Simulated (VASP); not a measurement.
# Pt (Fm-3m) in VASP: notebook

Pt is run at these levels: r2SCAN+D4, r2SCAN; tasks: single point, relaxation of cell and atoms.

Program: VASP 6.6.1. These are calculated values, not measurements. Logs are shortened: lines on timing, memory, paths and dates and some standing lists are left out, and cuts for length are marked.

**1. The cell of the first run**

It takes space group Fm-3m (No. 225, cubic). Conventional cell: a = 3.931 Å, b = 3.931 Å, c = 3.931 Å, α = 90.00°, β = 90.00°, γ = 90.00°. Within 3.7 Å of Pt (site symmetry m-3m) lie 12 Pt at 2.78 Å.

**2. Single point, r2SCAN+D4**

POSCAR

```
Pt
1.0
    0.0000000000      1.9656551397      1.9656551397
    1.9656551397      0.0000000000      1.9656551397
    1.9656551397      1.9656551397      0.0000000000
Pt
1
Direct
    0.0000000000      0.0000000000      0.0000000000
```

INCAR.step1

```
ALGO     = Normal         # electronic algorithm
EDIFF    = 1E-4           # SCF threshold, eV
ENCUT    = 520            # plane-wave cutoff, eV
GGA      = PE             # functional
ISMEAR   = -1             # smearing method
LASPH    = True           # aspherical terms in the spheres
LCHARG   = False          # write CHGCAR
LREAL    = False          # projectors in reciprocal space
LWAVE    = True           # write WAVECAR
NBANDS   = 11             # bands
NELM     = 80             # most SCF steps
PREC     = Accurate       # precision mode
SIGMA    = 0.1            # smearing width, eV
```

INCAR.step2

```
ALGO     = Normal         # electronic algorithm
EDIFF    = 1E-7           # SCF threshold, eV
ENCUT    = 520            # plane-wave cutoff, eV
ISIF     = 2              # what is computed and relaxed
ISMEAR   = -1             # smearing method
ISTART   = 1            
IVDW     = 13             # dispersion correction
LASPH    = True           # aspherical terms in the spheres
LCHARG   = False          # write CHGCAR
LMIXTAU  = True         
LREAL    = False          # projectors in reciprocal space
LWAVE    = False          # write WAVECAR
METAGGA  = R2SCAN         # meta-GGA
NBANDS   = 11             # bands
NELM     = 80             # most SCF steps
PREC     = Accurate       # precision mode
SIGMA    = 0.1            # smearing width, eV
VDW_A1   = 0.51559235   
VDW_A2   = 5.77342911   
VDW_S6   = 1.0          
VDW_S8   = 0.6018749
```

KPOINTS

```
k-points
0
Gamma
  19 19 19
```

Potentials or basis: VASP PAW PBE potentials, release 64 (Pt).

The run is started by

```console
cat potpaw_PBE.64/Pt/POTCAR > POTCAR
cp INCAR.step1 INCAR
mpirun -np 1 vasp_std > vasp.out
cp INCAR.step2 INCAR
mpirun -np 1 vasp_std > vasp.out
```

OUTCAR:

```text
EDIFF = 1E-7
   ENCUT = 520
   ISIF = 2
   ISMEAR = -1
   ISTART = 1
   IVDW = 13
   LASPH = True
   LREAL = False
   METAGGA = R2SCAN
   NELM = 80
   PREC = Accurate

 ion  position               nearest neighbor table
   1  0.000  0.000  0.000-

  LATTYP: Found a face centered cubic cell.
 ALAT       =     3.9313102794

  Lattice vectors:

 A1 = (   0.0000000000,   1.9656551397,   1.9656551397)
 A2 = (   1.9656551397,   0.0000000000,   1.9656551397)
 A3 = (   1.9656551397,   1.9656551397,   0.0000000000)

Analysis of symmetry for initial positions (statically):
=====================================================================
 Subroutine PRICEL returns:
 Original cell was already a primitive cell.

 Routine SETGRP: Setting up the symmetry group for a
 face centered cubic supercell.

 Subroutine GETGRP returns: Found 48 space group operations
 (whereof 48 operations were pure point group operations)
 out of a pool of 48 trial point group operations.

The static configuration has the point symmetry O_h .

Analysis of symmetry for dynamics (positions and initial velocities):
=====================================================================
 Subroutine PRICEL returns:
 Original cell was already a primitive cell.

 Routine SETGRP: Setting up the symmetry group for a
 face centered cubic supercell.

 Subroutine GETGRP returns: Found 48 space group operations
 (whereof 48 operations were pure point group operations)
 out of a pool of 48 trial point group operations.

The dynamic configuration has the point symmetry O_h .

 Subroutine INISYM returns: Found 48 space group operations
 (whereof 48 operations are pure point group operations),
 and found     1 'primitive' translations

----------------------------------------------------------------------------------------

                                     Primitive cell

  volume of cell :      15.1898

  direct lattice vectors                    reciprocal lattice vectors
     0.000000000  1.965655140  1.965655140    -0.254368119  0.254368119  0.254368119
     1.965655140  0.000000000  1.965655140     0.254368119 -0.254368119  0.254368119
     1.965655140  1.965655140  0.000000000     0.254368119  0.254368119 -0.254368119

  length of vectors
     2.779856158  2.779856158  2.779856158     0.440578506  0.440578506  0.440578506

  position of ions in fractional coordinates (direct lattice)
     0.000000000  0.000000000  0.000000000

  ion indices of the primitive-cell ions
   primitive index   ion index
                 1           1

[... 79 lines left out ...]
   POTIM  = 0.5000    time-step for ionic-motion
   TEBEG  =    0.0;   TEEND  =   0.0 temperature during run
   PSTRESS=    0.0 pullay stress
   NELECT =      10.0000    total number of electrons
   NUPDOWN=      -1.0000    fix difference up-down
   EMIN   =  10.00;   EMAX   =-10.00  energy-range for DOS
   EFERMI =   0.00;   METHOD = LEGACY
   ISMEAR =    -1;   SIGMA  =   0.10  broadening in eV -4-tet -1-fermi 0-gaus
   EFERMI_NEDOS =   21; number of points for ismear=-14 and -15
   IALGO  =     38    algorithm
   IMIX   =      4    mixing-type and parameters
     AMIX     =   0.40;   BMIX     =  1.00
     AMIX_MAG =   1.60;   BMIX_MAG =  1.00
  volume/ion in A,a.u.               =      15.19       102.51
  Fermi-wavevector in a.u.,A,eV,Ry     =   1.424156  2.691264 27.595605  2.028220
  Thomas-Fermi vector in A             =   2.544677
   LORBIT       =      0    0 simple, 1 ext, 2 COOP (PROOUT), +10 PAW based schemes
   METAGGA = R2SCAN    functional components
   LHFCALC =     F    Hartree Fock is set to
   AEXX    =    0.0000 exact exchange contribution
   IVDW    =    13    specifies the selected vdW correction
   LEPSILON=     F    determine dielectric tensor
   LRPA    =     F    only Hartree local field effects (RPA)
 non-spin polarized calculation
  energy-cutoff  :      520.00
  volume of cell :       15.19
 maximum number of plane-waves:       424
 NGX is ok and might be reduce to    24
   NGX = 11   NGY = 11   NGZ = 11

 number of electron      10.0000000 magnetization

 Free energy of the ion-electron system (eV)
  ---------------------------------------------------
  ext. energy  EPLUGINS =         0.00000000
  ---------------------------------------------------
  free energy    TOTEN  =       -51.52920911 eV

  energy without entropy =      -51.47674605  energy(sigma->0) =      -51.50297758

 E-fermi :  10.8752     XC(G=0): -14.5848

 val. band max:       10.8750835681   @ k =   0.4737   0.0000   0.0000
 cond. band min:      10.8770847494   @ k =  -0.4211   0.3158   0.0526
 fundamental gap:      0.0020011813
 Fermi energy:        10.8751863312

 k-point     1 :       0.0000    0.0000    0.0000
  band No.  band energies     occupation
      1       0.4646      2.00000
      2       7.0067      2.00000
      3       7.0067      2.00000
      4       7.0067      2.00000
      5       9.1465      2.00000
      6       9.1465      2.00000
      7      26.3801      0.00000
      8      31.5089      0.00000
      9      31.5089      0.00000
     10      31.5089      0.00000
     11      37.3555      0.00000
[... 309 lines left out ...]
 k-point    24 :      -0.2632    0.0526    0.0000
  band No.  band energies     occupation
      1       2.9843      2.00000
      2       6.7481      2.00000
      3       7.3185      2.00000
      4       7.3803      2.00000
      5       9.2728      2.00000
      6       9.9700      1.99977
      7      23.8394      0.00000
      8      27.9842      0.00000
      9      32.6873      0.00000
     10      34.9338      0.00000
     11      35.8150      0.00000

 [... further k-points ...]

------------------------ aborting loop because EDIFF is reached ----------------------------------------

  DFT-D4 for vdW energy calculation

  Edisp (eV):   -0.25382

  FORCE on cell =-STRESS in cart. coord.  units (eV):
  Direction    XX          YY          ZZ          XY          YZ          ZX
  --------------------------------------------------------------------------------------
  -------------------------------------------------------------------------------------
  Total       0.06437     0.06437     0.06437     0.00000     0.00000    -0.00000
  in kB       6.78916     6.78916     6.78916     0.00000     0.00000    -0.00000
  external pressure =        6.79 kB  Pullay stress =        0.00 kB

 VOLUME and BASIS-vectors are now :
 -----------------------------------------------------------------------------
  energy-cutoff  :      520.00
  volume of cell :       15.19
      direct lattice vectors                 reciprocal lattice vectors
     0.000000000  1.965655140  1.965655140    -0.254368119  0.254368119  0.254368119
     1.965655140  0.000000000  1.965655140     0.254368119 -0.254368119  0.254368119
     1.965655140  1.965655140  0.000000000     0.254368119  0.254368119 -0.254368119

 POSITION                                       TOTAL-FORCE (eV/Angst)
 -----------------------------------------------------------------------------------
      0.00000      0.00000      0.00000         0.000000      0.000000     -0.000000
 -----------------------------------------------------------------------------------
    total drift:                               -0.000000      0.000000     -0.000000

  FREE ENERGIE OF THE ION-ELECTRON SYSTEM (eV)
  ---------------------------------------------------
  free  energy   TOTEN  =       -51.7830278353 eV

  energy  without entropy=      -51.7305647683  energy(sigma->0) =      -51.75679630
```

OSZICAR.step1:

```text
N       E                     dE             d eps       ncg     rms          rms(c)
DAV:   1     0.400273048588E+02    0.40027E+02   -0.53647E+03  4936   0.846E+02
DAV:   2    -0.585326970697E+01   -0.45881E+02   -0.44227E+02  5606   0.177E+02
DAV:   3    -0.649336537819E+01   -0.64010E+00   -0.63612E+00  5648   0.197E+01
DAV:   4    -0.649585859683E+01   -0.24932E-02   -0.24931E-02  5569   0.146E+00
DAV:   5    -0.649587857784E+01   -0.19981E-04   -0.19981E-04  5696   0.122E-01    0.127E+01
DAV:   6    -0.616097116165E+01    0.33491E+00   -0.76268E-01  5212   0.696E+00    0.673E+00
DAV:   7    -0.612282954872E+01    0.38142E-01   -0.14160E-01  5569   0.292E+00    0.252E+00
DAV:   8    -0.611955563407E+01    0.32739E-02   -0.57610E-03  5257   0.655E-01    0.546E-01
DAV:   9    -0.611937352710E+01    0.18211E-03   -0.12646E-04  4846   0.100E-01    0.452E-02
DAV:  10    -0.611937687832E+01   -0.33512E-05   -0.40114E-06  2648   0.160E-02
   1 F= -.61193769E+01 E0= -.60919869E+01  d E =-.547799E-01
```

Run time: 2.6 min. Hardware: 1 thread of Intel Xeon 8259CL, shared host; peak memory 0.18 GiB.

What came out:

```
Free energy                : -51.7830 eV
Pressure                   : 0.7 GPa
Band gap on the k mesh     : zero (bands 5 and 6 overlap by 2.32 eV)
Dispersion energy per atom : -0.254 eV
```

Caveat: the PAW data sets were made with another functional, which shifts forces and pressure a little; spin-orbit coupling is left out, which moves the levels of the heavy elements.

**3. Single point, r2SCAN**

This run uses another cell than the first one, of 15.31 Å³/atom.

POSCAR

```
Pt
1.0
    0.0000000000      1.9707992272      1.9707992272
    1.9707992272      0.0000000000      1.9707992272
    1.9707992272      1.9707992272      0.0000000000
Pt
1
Direct
    0.0000000000      0.0000000000      0.0000000000
```

INCAR.step1

```
SYSTEM = Pt
PREC     = Accurate       ! precision mode
ENCUT    = 520            ! plane-wave cutoff, eV
ISMEAR   = -1             ! smearing method
SIGMA    = 0.1            ! smearing width, eV
LREAL    = .FALSE.        ! projectors in reciprocal space
LASPH    = .TRUE.         ! aspherical terms in the spheres
NELM     = 80             ! most SCF steps
NBANDS   = 11             ! bands
GGA      = PE             ! functional
ALGO     = Normal         ! electronic algorithm
EDIFF    = 1E-4           ! SCF threshold, eV
LWAVE    = .TRUE.         ! write WAVECAR
LCHARG   = .FALSE.        ! write CHGCAR
```

INCAR.step2

```
SYSTEM = Pt
PREC     = Accurate       ! precision mode
ENCUT    = 520            ! plane-wave cutoff, eV
EDIFF    = 1E-6           ! SCF threshold, eV
ISMEAR   = -1             ! smearing method
SIGMA    = 0.1            ! smearing width, eV
LREAL    = .FALSE.        ! projectors in reciprocal space
LASPH    = .TRUE.         ! aspherical terms in the spheres
NELM     = 80             ! most SCF steps
ALGO     = Normal         ! electronic algorithm
ISIF     = 2              ! what is computed and relaxed
LWAVE    = .FALSE.        ! write WAVECAR
LCHARG   = .FALSE.        ! write CHGCAR
METAGGA  = R2SCAN         ! meta-GGA
LMIXTAU  = .TRUE.       
NBANDS   = 11             ! bands
ISTART   = 1
```

KPOINTS

```
Automatic mesh
0
G
  19 19 19
  0 0 0
```

Potentials or basis: VASP PAW PBE potentials, release 64 (Pt).

The run is started by

```console
cat potpaw_PBE.64/Pt/POTCAR > POTCAR
cp INCAR.step1 INCAR
mpirun -np 1 vasp_std > vasp.out
cp INCAR.step2 INCAR
mpirun -np 1 vasp_std > vasp.out
```

Run time: 2.8 min. Hardware: 1 thread of Intel Xeon 8259CL, shared host; peak memory 0.17 GiB.

The run converged. Its results:

```yaml
Free_energy: -51.5306 eV
Pressure: 0.7 GPa
Band_gap_on_the_k_mesh: zero (bands 5 and 6 overlap by 2.29 eV)
```

Levels at points of the mesh, in eV from the Fermi level:
```tsv
k point	band 2	band 3	band 4	band 5	band 6	band 7	band 8	band 9
(0.00, 0.00, 0.00)	-3.82	-3.82	-3.82	-1.71	-1.71	15.53	20.61	20.61
```

Caveat: the PAW data sets were made with another functional, which shifts forces and pressure a little; spin-orbit coupling is left out, which moves the levels of the heavy elements.

**4. Relaxation of cell and atoms, r2SCAN**

This run uses another cell than the first one, of 15.09 Å³/atom.

POSCAR

```
Pt
1.0
    0.0000000000      1.9613408845      1.9613408845
    1.9613408845      0.0000000000      1.9613408845
    1.9613408845      1.9613408845      0.0000000000
Pt
1
Direct
    0.0000000000      0.0000000000      0.0000000000
```

INCAR.step1

```
PREC = Accurate
ENCUT = 600
ISMEAR = -1
SIGMA = 0.1
LREAL = False
LASPH = True
NELM = 60
GGA = PE
ALGO = Normal
EDIFF = 1E-4
LWAVE = True
LCHARG = False
```

INCAR.step2

```
PREC = Accurate
ENCUT = 600
EDIFF = 1E-6
ISMEAR = -1
SIGMA = 0.1
LREAL = False
LASPH = True
NELM = 60
ALGO = Normal
ISIF = 3
LWAVE = False
LCHARG = False
METAGGA = R2SCAN
LMIXTAU = True
IBRION = 2
NSW = 60
EDIFFG = -0.005
ISTART = 1
```

KPOINTS

```
Automatic mesh
0
Gamma
  19 19 19
```

The run is started by

```console
cat potpaw_PBE.64/Pt/POTCAR > POTCAR
cp INCAR.step1 INCAR
mpirun -np 1 vasp_std > vasp.out
cp INCAR.step2 INCAR
mpirun -np 1 vasp_std > vasp.out
```

It took 7.2 min on 1 thread of Intel Xeon 8259CL, shared host; peak memory 0.19 GiB.

Results (log left out):

- Free energy: -51.5298 eV
- Relaxed volume: 15.35 Å³/atom
- Relaxed cell: a = 2.790 Å, b = 2.790 Å, c = 2.790 Å, α = 60.00°, β = 60.00°, γ = 60.00°
- Space group after relaxing (to 0.1 Å): Fm-3m (No. 225)
- Energy gained by relaxing: 3.9 meV/atom
- Ionic steps: 4
- Pressure after relaxing: 0.0 GPa
- Band gap on the k mesh: zero (bands 5 and 6 overlap by 2.28 eV)

Step by step:
```
step  energy change (eV)  largest force (eV/Å)  pressure (GPa)  volume (Å³)
   1              0.0000                0.0000            4.90        15.09
   2              0.0256                0.0000          -11.61        16.12
   3             -0.0039                0.0000           -0.07        15.36
   4             -0.0039                0.0000           -0.03        15.35
```

Final structure:
```
Pt
1.0
     0.00000    1.97255    1.97255
     1.97255    0.00000    1.97255
     1.97255    1.97255    0.00000
Pt
1
Direct
  0.00000 0.00000 0.00000
```

Levels at points of the mesh, in eV from the Fermi level:
```tsv
k point	band 2	band 3	band 4	band 5	band 6	band 7	band 8	band 9
(0.00, 0.00, 0.00)	-3.80	-3.80	-3.80	-1.70	-1.70	15.53	20.60	20.60
```

Caveat: the PAW data sets were made with another functional, which shifts forces and pressure a little; spin-orbit coupling is left out, which moves the levels of the heavy elements.

**5. Relaxation of cell and atoms, r2SCAN+D4**

This run uses another cell than the first one, of 15.09 Å³/atom.

POSCAR is that of step 4.

INCAR.step1

```
ALGO = Normal
EDIFF = 1E-4
ENCUT = 600
GGA = PE
ISMEAR = -1
LASPH = T
LCHARG = F
LREAL = F
LWAVE = T
NELM = 80
PREC = Accurate
SIGMA = 0.1
```

INCAR.step2

```
ALGO = Normal
EDIFF = 1E-6
EDIFFG = -0.005
ENCUT = 600
IBRION = 2
ISIF = 3
ISMEAR = -1
ISTART = 1
IVDW = 13
LASPH = T
LCHARG = F
LMIXTAU = T
LREAL = F
LWAVE = F
METAGGA = R2SCAN
NELM = 80
NSW = 60
PREC = Accurate
SIGMA = 0.1
VDW_A1 = 0.51559235
VDW_A2 = 5.77342911
VDW_S6 = 1.0
VDW_S8 = 0.6018749
```

KPOINTS

```
k-points
0
Gamma
  19 19 19
```

The run is started by

```console
cat potpaw_PBE.64/Pt/POTCAR > POTCAR
cp INCAR.step1 INCAR
mpirun -np 1 vasp_std > vasp.out
cp INCAR.step2 INCAR
mpirun -np 1 vasp_std > vasp.out
```

Run time: 5.1 min. Hardware: 1 thread of Intel Xeon 8259CL, shared host; peak memory 0.19 GiB.

It converged, with:

| Item | Value |
| --- | --- |
| Free energy | -51.7822 eV |
| Relaxed volume | 15.23 Å³/atom |
| Relaxed cell | a = 2.782 Å, b = 2.782 Å, c = 2.782 Å, α = 60.00°, β = 60.00°, γ = 60.00° |
| Space group after relaxing (to 0.1 Å) | Fm-3m (No. 225) |
| Energy gained by relaxing | 1.2 meV/atom |
| Ionic steps | 3 |
| Pressure after relaxing | 0.0 GPa |
| Band gap on the k mesh | zero (bands 5 and 6 overlap by 2.31 eV) |
| Dispersion energy per atom | -0.253 eV |

Step by step:
```csv
step,energy change (eV),largest force (eV/Å),pressure (GPa),volume (Å³)
1,0.0000,0.0000,2.66,15.09
2,0.0082,0.0000,-7.01,15.64
3,-0.0012,0.0000,-0.04,15.23
```

Final structure:
```
Pt
1.0
     0.00000    1.96743    1.96743
     1.96743    0.00000    1.96743
     1.96743    1.96743    0.00000
Pt
1
Direct
  0.00000 0.00000 0.00000
```

Levels at points of the mesh, in eV from the Fermi level:
```
           k point  band 2  band 3  band 4  band 5  band 6  band 7  band 8  band 9
(0.00, 0.00, 0.00)   -3.85   -3.85   -3.85   -1.72   -1.72   15.51   20.63   20.63
```

Caveat: the PAW data sets were made with another functional, which shifts forces and pressure a little; spin-orbit coupling is left out, which moves the levels of the heavy elements.

**6. Summary**

```tsv
task	level	cell	cutoff (eV)	gap on the mesh (eV)	pressure (GPa)	relaxed volume (Å³/atom)
single point	r2SCAN+D4	a = 2.780 Å, angles 60.0°, 1 atom	520	none	0.7	-
single point	r2SCAN	a = 2.787 Å, angles 60.0°, 1 atom	520	none	0.7	-
relaxation of cell and atoms	r2SCAN	relaxed from a = 2.774 Å, angles 60.0°, 1 atom	600	none	0.0	15.35
relaxation of cell and atoms	r2SCAN+D4	relaxed from a = 2.774 Å, angles 60.0°, 1 atom	600	none	0.0	15.23
```

Alike in all rows: potentials or basis VASP PAW PBE potentials, release 64 (Pt); no spin polarisation; k mesh 19 × 19 × 19; smearing fermi-dirac 0.1 eV.

Caveats: the PAW data sets were made with another functional, which shifts forces and pressure a little; spin-orbit coupling is left out, which moves the levels of the heavy elements.

Absolute energies hang on the potentials; compare differences alone.
